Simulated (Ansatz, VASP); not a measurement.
One calculation of BN, two programs

```xyz
4
Lattice="2.6707 0.0000 0.0000 -1.3354 2.1550 0.0000 0.0000 0.0000 7.2098" Properties=species:S:1:pos:R:3 pbc="T T T"
B     0.0000    1.4367    1.8024
B     1.3354    0.7183    5.4073
N     0.0000    1.4367    5.4073
N     1.3354    0.7183    1.8024
```

Change from the starting cell: normal strain along x +0.0733, normal strain along z +0.1100.

Alike in both runs: task relaxation of the atoms; functional LDA; k mesh 12 × 12 × 4; occupations gaussian, width 0.05 eV; no spin polarisation.

|  | VASP | Ansatz |
| --- | --- | --- |
| version | VASP 6.6.1 | Ansatz 0.2.0 |
| potentials or method | VASP PAW LDA potentials, release 64 (B, N), cutoff 520 eV | scalar-relativistic, plane waves, PAW |
| valence electrons in the cell | 16 | 16 |

```csv
,VASP,Ansatz,Ansatz less VASP
"gap on the k mesh at the Fermi level, each at its own relaxed structure (eV)",3.86,3.93,+0.069
```

Ansatz warns that its potentials were made for another functional, while VASP's fit it. LDA's correlation is that of Perdew and Zunger in VASP and of Perdew and Wang (1992) in Ansatz. Ansatz's warnings: stress scf threshold loose.
